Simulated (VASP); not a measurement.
## TiSi2: density of states with PBE

TiSi2:

```
Ti Si
1.0
     4.37464    0.00000    0.00000
    -2.18732    3.78855    0.00000
     0.00000    0.00000    2.56101
Ti Si
1 2
Cartesian
  0.0000 0.0000 0.0000
  0.0000 2.5257 1.2805
  2.1873 1.2628 1.2805
```

| Item | Value |
| --- | --- |
| Program | VASP 6.6.1 |
| Task | density of states |
| Functional | PBE |
| Potentials or basis | VASP PAW PBE potentials, release 64 (Ti_sv, Si) |
| Cutoff | 520 eV |
| k mesh | 7 × 7 × 10 |
| Occupations | fermi-dirac, width 0.05 eV |
| Spin | no spin polarisation |
| Dipole correction | no |
| k mesh for the DOS | 11 × 11 × 15 |
| Occupations for the DOS | tetrahedron |
| Further INCAR settings | ALGO = Normal; EDIFF = 1e-06; NBANDS = 17 |

```
Valence electrons inside the program's atomic spheres : Ti 10.39; Si 1.61
```

Levels at points of the mesh, in eV from the Fermi level:
```csv
k point,band 8,band 9,band 10,band 11,band 12,band 13
"(0.00, 0.00, 0.00)",-5.13,-1.69,-1.01,-1.01,2.83,2.83
```

Run time: 6.6 min on 1 thread of Intel Xeon 6975P-C, with other jobs on the host, peak memory 0.28 GiB.
